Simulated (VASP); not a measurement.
# SnTe5 (P4/mmm) in VASP: notebook

Runs on SnTe5. Level: PBE. Tasks: single point, relaxation of cell and atoms.

Program: VASP 6.6.1. These are calculated values, not measurements. Logs are shortened: lines on timing, memory, paths and dates and some standing lists are left out, and cuts for length are marked.

**1. The cell of the first run**

It takes space group P4/mmm (No. 123, tetragonal). The conventional cell has a = 3.777 Å, b = 3.777 Å, c = 12.091 Å, α = 90.00°, β = 90.00°, γ = 90.00°. Within 4.3 Å of Sn (site symmetry 4/mmm) lie 10 Te at 3.29 to 4.14 Å and 4 Sn at 3.78 Å. Te (site symmetry 4mm) has 13 Te at 3.28 to 3.80 Å and 1 Sn at 4.14 Å within 4.3 Å. Te (site symmetry 4mm) has 4 Sn at 3.29 Å and 10 Te at 3.47 to 4.12 Å within 4.3 Å. Te (site symmetry 4/mmm) has 14 Te at 3.28 to 4.12 Å within 4.3 Å.

**2. Single point, PBE**

Input file INCAR:

```
ALGO     = Normal         # electronic algorithm
EDIFF    = 1E-6           # SCF threshold, eV
ENCUT    = 520            # plane-wave cutoff, eV
GGA      = PE             # functional
ISIF     = 2              # what is computed and relaxed
ISMEAR   = 0              # smearing method
LASPH    = T              # aspherical terms in the spheres
LCHARG   = F              # write CHGCAR
LREAL    = F              # projectors in reciprocal space
LWAVE    = F              # write WAVECAR
NBANDS   = 31             # bands
NELM     = 80             # most SCF steps
PREC     = Accurate       # precision mode
SIGMA    = 0.1            # smearing width, eV
```

Input file KPOINTS:

```
k-points
0
Gamma
  6 6 1
```

Input file POSCAR:

```
SnTe5
1.0
    3.7768406767      0.0000000000      0.0000000000
    0.0000000000      3.7768406767      0.0000000000
    0.0000000000      0.0000000000     12.0913220392
Sn Te
1 5
Direct
    0.5000000000      0.5000000000      0.0000000000
    0.5000000000      0.5000000000      0.3427676019
    0.5000000000      0.5000000000      0.6572323981
    0.0000000000      0.0000000000      0.1591559883
    0.0000000000      0.0000000000      0.8408440117
    0.0000000000      0.0000000000      0.5000000000
```

Potentials or basis: VASP PAW PBE potentials, release 64 (Sn_d, Te).

On the command line:

```sh
$ cat potpaw_PBE.64/Sn_d/POTCAR potpaw_PBE.64/Te/POTCAR > POTCAR
$ mpirun -np 1 vasp_std > vasp.out
```

OUTCAR:

```text
EDIFF = 1E-6
   ENCUT = 520
   GGA = PE
   ISIF = 2
   ISMEAR = 0
   LASPH = T
   LREAL = F
   NELM = 80
   PREC = Accurate

 ion  position               nearest neighbor table
   1  0.500  0.500  0.000-   4 3.29   5 3.29   4 3.29   5 3.29   4 3.29   5 3.29   4 3.29   5 3.29

   2  0.500  0.500  0.343-   6 3.28   6 3.28   6 3.28   6 3.28   4 3.47   4 3.47   4 3.47   4 3.47

   3  0.500  0.500  0.657-   6 3.28   6 3.28   6 3.28   6 3.28   5 3.47   5 3.47   5 3.47   5 3.47

   4  0.000  0.000  0.159-   1 3.29   1 3.29   1 3.29   1 3.29   2 3.47   2 3.47   2 3.47   2 3.47

   5  0.000  0.000  0.841-   1 3.29   1 3.29   1 3.29   1 3.29   3 3.47   3 3.47   3 3.47   3 3.47

   6  0.000  0.000  0.500-   2 3.28   3 3.28   2 3.28   3 3.28   2 3.28   3 3.28   2 3.28   3 3.28

  LATTYP: Found a simple tetragonal cell.
 ALAT       =     3.7768406767
 C/A-ratio  =     3.2014382057

  Lattice vectors:

 A1 = (   3.7768406767,   0.0000000000,   0.0000000000)
 A2 = (   0.0000000000,   3.7768406767,   0.0000000000)
 A3 = (   0.0000000000,   0.0000000000,  12.0913220392)

Analysis of symmetry for initial positions (statically):
=====================================================================
 Subroutine PRICEL returns:
 Original cell was already a primitive cell.

 Routine SETGRP: Setting up the symmetry group for a
 simple tetragonal supercell.

 Subroutine GETGRP returns: Found 16 space group operations
 (whereof 16 operations were pure point group operations)
 out of a pool of 16 trial point group operations.

The static configuration has the point symmetry D_4h.

Analysis of symmetry for dynamics (positions and initial velocities):
=====================================================================
 Subroutine PRICEL returns:
 Original cell was already a primitive cell.

 Routine SETGRP: Setting up the symmetry group for a
 simple tetragonal supercell.

 Subroutine GETGRP returns: Found 16 space group operations
 (whereof 16 operations were pure point group operations)
 out of a pool of 16 trial point group operations.

The dynamic configuration has the point symmetry D_4h.

 Subroutine INISYM returns: Found 16 space group operations
 (whereof 16 operations are pure point group operations),
 and found     1 'primitive' translations

----------------------------------------------------------------------------------------

                                     Primitive cell

  volume of cell :     172.4770

  direct lattice vectors                    reciprocal lattice vectors
     3.776840677  0.000000000  0.000000000     0.264771561  0.000000000  0.000000000
     0.000000000  3.776840677  0.000000000     0.000000000  0.264771561  0.000000000
     0.000000000  0.000000000 12.091322039     0.000000000  0.000000000  0.082703942

  length of vectors
     3.776840677  3.776840677 12.091322039     0.264771561  0.264771561  0.082703942

  position of ions in fractional coordinates (direct lattice)
     0.500000000  0.500000000  0.000000000
     0.500000000  0.500000000  0.342767602
     0.500000000  0.500000000  0.657232398
     0.000000000  0.000000000  0.159155988
     0.000000000  0.000000000  0.840844012
     0.000000000  0.000000000  0.500000000

  ion indices of the primitive-cell ions
   primitive index   ion index
                 1           1
                 2           2
                 3           3
                 4           4
                 5           5
                 6           6

----------------------------------------------------------------------------------------

 KPOINTS: k-points

Automatic generation of k-mesh.
 Grid dimensions read from file:
 generate k-points for:    6    6    1

 Generating k-lattice:

  Cartesian coordinates                     Fractional coordinates (reciprocal lattice)
     0.044128593  0.000000000  0.000000000     0.166666667  0.000000000  0.000000000
     0.000000000  0.044128593  0.000000000     0.000000000  0.166666667  0.000000000
     0.000000000  0.000000000  0.082703942     0.000000000  0.000000000  1.000000000

  Length of vectors
     0.044128593  0.044128593  0.082703942

  Shift w.r.t. Gamma in fractional coordinates (k-lattice)
     0.000000000  0.000000000  0.000000000

 Subroutine IBZKPT returns following result:
 ===========================================

 Found     10 irreducible k-points:

 Following reciprocal coordinates:
            Coordinates               Weight
  0.000000  0.000000  0.000000      1.000000
  0.166667  0.000000  0.000000      4.000000
  0.333333  0.000000  0.000000      4.000000
  0.500000  0.000000  0.000000      2.000000
  0.166667  0.166667  0.000000      4.000000
  0.333333  0.166667  0.000000      8.000000
  0.500000  0.166667  0.000000      4.000000
  0.333333  0.333333  0.000000      4.000000
  0.500000  0.333333  0.000000      4.000000
  0.500000  0.500000  0.000000      1.000000
   k-points           NKPTS =     10   k-points in BZ     NKDIM =     10   number of bands    NBANDS=     31
   number of dos      NEDOS =    301   number of ions     NIONS =      6
   total plane-waves  NPLWV =  70560
   dimension x,y,z NGX =    28 NGY =   28 NGZ =   90
   dimension x,y,z NGXF=    56 NGYF=   56 NGZF=  180
   ions per type =               1   5
   NGX,Y,Z   is equivalent  to a cutoff of  12.32, 12.32, 12.37 a.u.
   NGXF,Y,Z  is equivalent  to a cutoff of  24.65, 24.65, 24.75 a.u.
 SYSTEM =  unknown system
   PREC   = accura    normal or accurate (medium, high low for compatibility)
   ISTART =      0    job   : 0-new  1-cont  2-samecut
   ICHARG =      2    charge: 1-file 2-atom 10-const
   ISPIN  =      1    spin polarized calculation?
   LNONCOLLINEAR =      F non collinear calculations
   LSORBIT =      F    spin-orbit coupling
   LASPH  =      T    aspherical Exc in radial PAW
   ENCUT  =  520.0 eV  38.22 Ry    6.18 a.u.   7.02  7.02 22.48*2*pi/ulx,y,z
   NELM   =     80;   NELMIN=  2; NELMDL= -5     # of ELM steps
   EDIFF  = 0.1E-05   stopping-criterion for ELM
   LREAL  =      F    real-space projection
   EDIFFG = 0.1E-04   stopping-criterion for IOM
   NSW    =      0    number of steps for IOM
   IBRION =     -1    ionic relax: 0-MD 1-quasi-New 2-CG
   NFREE  =      0    steps in history (QN), initial steepest desc. (CG)
   ISIF   =      2    stress and relaxation
   ISYM   =      2    0-nonsym 1-usesym 2-fastsym
   POTIM  = 0.5000    time-step for ionic-motion
   TEBEG  =    0.0;   TEEND  =   0.0 temperature during run
   PSTRESS=    0.0 pullay stress
   NELECT =      44.0000    total number of electrons
   NUPDOWN=      -1.0000    fix difference up-down
   EMIN   =  10.00;   EMAX   =-10.00  energy-range for DOS
   EFERMI =   0.00;   METHOD = LEGACY
   ISMEAR =     0;   SIGMA  =   0.10  broadening in eV -4-tet -1-fermi 0-gaus
   EFERMI_NEDOS =   21; number of points for ismear=-14 and -15
   IALGO  =     38    algorithm
   IMIX   =      4    mixing-type and parameters
     AMIX     =   0.40;   BMIX     =  1.00
     AMIX_MAG =   1.60;   BMIX_MAG =  1.00
  volume/ion in A,a.u.               =      28.75       193.99
  Fermi-wavevector in a.u.,A,eV,Ry     =   1.038282  1.962069 14.667484  1.078030
  Thomas-Fermi vector in A             =   2.172759
   LORBIT       =      0    0 simple, 1 ext, 2 COOP (PROOUT), +10 PAW based schemes
   GGA     = PE    functional components
   LHFCALC =     F    Hartree Fock is set to
   AEXX    =    0.0000 exact exchange contribution
   IVDW    =     0    specifies the selected vdW correction
   LEPSILON=     F    determine dielectric tensor
   LRPA    =     F    only Hartree local field effects (RPA)
 non-spin polarized calculation
 Gauss-broadening in eV      SIGMA  =   0.10
  energy-cutoff  :      520.00
  volume of cell :      172.48
 maximum number of plane-waves:      4668
   NGX = 15   NGY = 15   NGZ = 45

 number of electron      44.0000015 magnetization

 Free energy of the ion-electron system (eV)
  ---------------------------------------------------
  ext. energy  EPLUGINS =         0.00000000
  ---------------------------------------------------
  free energy    TOTEN  =       -18.28427481 eV

  energy without entropy =      -18.26259603  energy(sigma->0) =      -18.27343542

 E-fermi :   7.4827     XC(G=0): -10.0277

 val. band max:        7.4702981824   @ k =   0.1667   0.1667   0.0000
 cond. band min:       7.5921993763   @ k =   0.1667   0.0000   0.0000
 fundamental gap:      0.1219011940
 Fermi energy:         7.4826887128

 k-point     1 :       0.0000    0.0000    0.0000
  band No.  band energies     occupation
      1     -14.0029      2.00000
      2     -13.9824      2.00000
      3     -13.9622      2.00000
      4     -13.9622      2.00000
      5     -13.9524      2.00000
      6      -6.0870      2.00000
[... 23 lines left out ...]
     30      11.8790      0.00000
     31      12.0598      0.00000

 k-point     2 :       0.1667    0.0000    0.0000
  band No.  band energies     occupation
      1     -13.9955      2.00000
      2     -13.9774      2.00000
      3     -13.9672      2.00000
      4     -13.9617      2.00000
      5     -13.9562      2.00000
      6      -5.8292      2.00000
[... 23 lines left out ...]
     30      11.8173      0.00000
     31      12.4079      0.00000

 k-point     3 :       0.3333    0.0000    0.0000
  band No.  band energies     occupation
      1     -13.9893      2.00000
      2     -13.9773      2.00000
      3     -13.9636      2.00000
      4     -13.9606      2.00000
      5     -13.9590      2.00000
      6      -5.0791      2.00000
[... 227 lines left out ...]
     30      13.7397      0.00000
     31      14.1318      0.00000

 k-point    10 :       0.5000    0.5000    0.0000
  band No.  band energies     occupation
      1     -13.9895      2.00000
      2     -13.9772      2.00000
      3     -13.9772      2.00000
      4     -13.9558      2.00000
      5     -13.9303      2.00000
      6      -3.0628      2.00000
[... 23 lines left out ...]
     30      12.8535      0.00000
     31      13.2854      0.00000

------------------------ aborting loop because EDIFF is reached ----------------------------------------

  FORCE on cell =-STRESS in cart. coord.  units (eV):
  Direction    XX          YY          ZZ          XY          YZ          ZX
  --------------------------------------------------------------------------------------
  -------------------------------------------------------------------------------------
  Total       -0.0340843     -0.0340843      0.0157222      0.0000000      0.0000000      0.0000000
  in kB       -0.3166163     -0.3166163      0.1460468      0.0000000      0.0000000      0.0000000
  external PRESSURE =      -0.1623953 kB  Pullay stress =       0.0000000 kB

 VOLUME and BASIS-vectors are now :
 -----------------------------------------------------------------------------
  energy-cutoff  :      520.00
  volume of cell :      172.48
      direct lattice vectors                 reciprocal lattice vectors
     3.776840677  0.000000000  0.000000000     0.264771561  0.000000000  0.000000000
     0.000000000  3.776840677  0.000000000     0.000000000  0.264771561  0.000000000
     0.000000000  0.000000000 12.091322039     0.000000000  0.000000000  0.082703942

 POSITION                                       TOTAL-FORCE (eV/Angst)
 -----------------------------------------------------------------------------------
      1.88842      1.88842      0.00000        -0.000000      0.000000      0.000000
      1.88842      1.88842      4.14451        -0.000000     -0.000000      0.011556
      1.88842      1.88842      7.94681        -0.000000      0.000000     -0.011556
      0.00000      0.00000      1.92441        -0.000000      0.000000     -0.020873
      0.00000      0.00000     10.16692         0.000000      0.000000      0.020873
      0.00000      0.00000      6.04566        -0.000000      0.000000      0.000000
 -----------------------------------------------------------------------------------
    total drift:                                0.000000      0.000000     -0.000000

  FREE ENERGIE OF THE ION-ELECTRON SYSTEM (eV)
  ---------------------------------------------------
  free  energy   TOTEN  =       -18.2842748072 eV

  energy  without entropy=      -18.2625960284  energy(sigma->0) =      -18.27343542
```

It used 73 s of CPU time on 1 thread of Intel Xeon 6975P-C, on a shared host.

What came out:

| Quantity | Value |
| --- | --- |
| Free energy | -18.2843 eV |
| Pressure | 0.0 GPa |
| Largest force | 0.021 eV/Å |
| Band gap on the k mesh | zero (band 22 reaches 8.55 eV, above the bottom of band 23 at 6.17 eV) |

Forces in eV/Å, atoms in the order of the input:
```
Sn   0.000  0.000  0.000
Te   0.000  0.000  0.012
Te   0.000  0.000 -0.012
Te   0.000  0.000 -0.021
Te   0.000  0.000  0.021
Te   0.000  0.000  0.000
```

Caveat: the k points lie up to 0.52 Å⁻¹ apart; spin-orbit coupling is left out, which moves the levels of the heavy elements.

**3. Single point, PBE**

This run uses another cell than the first one, of 29.10 Å³/atom, 1.012 times its volume.

Input file INCAR:

```
SYSTEM = SnTe5
PREC = Accurate ; ENCUT = 520
EDIFF = 1E-6 ; ISMEAR = 0
SIGMA = 0.1 ; LREAL = .FALSE.
LASPH = .TRUE. ; NELM = 60
ALGO = Normal ; ISIF = 2
LWAVE = .FALSE. ; LCHARG = .FALSE.
GGA = PE ; NBANDS = 31
```

Input file KPOINTS:

```
regular mesh
0
G
  4 4 2
  0 0 0
```

Input file POSCAR:

```
SnTe5
1.0
    3.8469374928      0.0000000000      0.0000000000
    0.0000000000      3.8469374928      0.0000000000
    0.0000000000      0.0000000000     11.7962057954
Sn Te
1 5
Direct
    0.5000000000      0.5000000000      0.0000000000
    0.5000000000      0.5000000000      0.3407595179
    0.5000000000      0.5000000000      0.6592404821
    0.0000000000      0.0000000000      0.1591770636
    0.0000000000      0.0000000000      0.8408229364
    0.0000000000      0.0000000000      0.5000000000
```

Potentials or basis: VASP PAW PBE potentials, release 64 (Sn_d, Te).

On the command line:

```sh
$ cat potpaw_PBE.64/Sn_d/POTCAR potpaw_PBE.64/Te/POTCAR > POTCAR
$ mpirun -np 1 vasp_std > vasp.out
```

OUTCAR:

```text
SYSTEM = SnTe5
   PREC = Accurate
   ENCUT = 520
   EDIFF = 1E-6
   ISMEAR = 0
   LREAL = .FALSE.
   LASPH = .TRUE.
   NELM = 60
   ISIF = 2
   GGA = PE

 ion  position               nearest neighbor table
   1  0.500  0.500  0.000-   4 3.31   5 3.31   4 3.31   5 3.31   4 3.31   5 3.31   4 3.31   5 3.31

   2  0.500  0.500  0.341-   6 3.31   6 3.31   6 3.31   6 3.31   4 3.46   4 3.46   4 3.46   4 3.46

   3  0.500  0.500  0.659-   6 3.31   6 3.31   6 3.31   6 3.31   5 3.46   5 3.46   5 3.46   5 3.46

[... 606 lines left out ...]
  -------------------------------------------------------------------------------------
  Total       -0.2055296     -0.2055296      0.1055565      0.0000000      0.0000000      0.0000000
  in kB       -1.8863068     -1.8863068      0.9687751      0.0000000      0.0000000      0.0000000
  external PRESSURE =      -0.9346128 kB  Pullay stress =       0.0000000 kB

 VOLUME and BASIS-vectors are now :
 -----------------------------------------------------------------------------
  energy-cutoff  :      520.00
  volume of cell :      174.57
      direct lattice vectors                 reciprocal lattice vectors
     3.846937493  0.000000000  0.000000000     0.259947036  0.000000000  0.000000000
     0.000000000  3.846937493  0.000000000     0.000000000  0.259947036  0.000000000
     0.000000000  0.000000000 11.796205795     0.000000000  0.000000000  0.084773021

 POSITION                                       TOTAL-FORCE (eV/Angst)
 -----------------------------------------------------------------------------------
      1.92347      1.92347      0.00000         0.000000      0.000000      0.000000
      1.92347      1.92347      4.01967        -0.000000     -0.000000      0.007408
      1.92347      1.92347      7.77654         0.000000     -0.000000     -0.007408
      0.00000      0.00000      1.87769         0.000000      0.000000     -0.009048
      0.00000      0.00000      9.91852         0.000000      0.000000      0.009048
      0.00000      0.00000      5.89810         0.000000      0.000000      0.000000
 -----------------------------------------------------------------------------------
    total drift:                                0.000000      0.000000      0.000000

  FREE ENERGIE OF THE ION-ELECTRON SYSTEM (eV)
  ---------------------------------------------------
  free  energy   TOTEN  =       -18.3338273619 eV

  energy  without entropy=      -18.3084537486  energy(sigma->0) =      -18.32114056
```

OSZICAR:

```text
N       E                     dE             d eps       ncg     rms          rms(c)
DAV:   1     0.318791499363E+03    0.31879E+03   -0.17902E+04   758   0.137E+03
DAV:   2     0.197324834512E+02   -0.29906E+03   -0.28682E+03   829   0.326E+02
DAV:   3    -0.167764208119E+02   -0.36509E+02   -0.34664E+02   939   0.106E+02
[... 19 lines left out ...]
DAV:  23    -0.183338549144E+02    0.74419E-04   -0.70658E-05   982   0.498E-02    0.228E-01
DAV:  24    -0.183338353000E+02    0.19614E-04   -0.17348E-05  1006   0.254E-02    0.108E-01
DAV:  25    -0.183338297969E+02    0.55031E-05   -0.45683E-06   880   0.144E-02    0.524E-02
DAV:  26    -0.183338282081E+02    0.15889E-05   -0.99141E-07   421   0.720E-03    0.256E-02
DAV:  27    -0.183338273619E+02    0.84613E-06   -0.49700E-07   456   0.421E-03
   1 F= -.18333827E+02 E0= -.18321141E+02  d E =-.253736E-01
```

Run time: 3.5 min. Hardware: 1 thread of Intel Xeon 6975P-C, shared host; peak memory 0.29 GiB.

What came out:

- Free energy: -18.3338 eV
- Pressure: -0.1 GPa
- Largest force: 0.009 eV/Å
- Band gap on the k mesh: zero (band 22 reaches 8.25 eV, above the bottom of band 23 at 5.95 eV)

Forces on the atoms (eV/Å):
```
Sn   0.000  0.000  0.000
Te   0.000  0.000  0.007
Te   0.000  0.000 -0.007
Te   0.000  0.000 -0.009
Te   0.000  0.000  0.009
Te   0.000  0.000  0.000
```

Levels at points of the mesh, in eV from the Fermi level:
```tsv
k point	band 20	band 21	band 22	band 23	band 24	band 25
(0.00, 0.00, 0.00)	-1.30	0.38	0.76	0.76	0.77	1.82
(0.50, 0.00, 0.00)	-0.42	-0.26	-0.10	0.01	0.16	1.54
(0.50, 0.50, 0.00)	-2.51	-1.70	-1.70	-1.55	-0.64	-0.64
(0.00, 0.00, 0.50)	-0.43	-0.43	-0.04	-0.04	1.96	2.28
(0.50, 0.00, 0.50)	-0.19	-0.01	0.22	0.43	0.80	1.00
(0.50, 0.50, 0.50)	-2.88	-2.88	-1.31	-0.81	-0.81	0.54
```

Caveat: the k points lie up to 0.41 Å⁻¹ apart; spin-orbit coupling is left out, which moves the levels of the heavy elements.

[end of part 1 of 2]
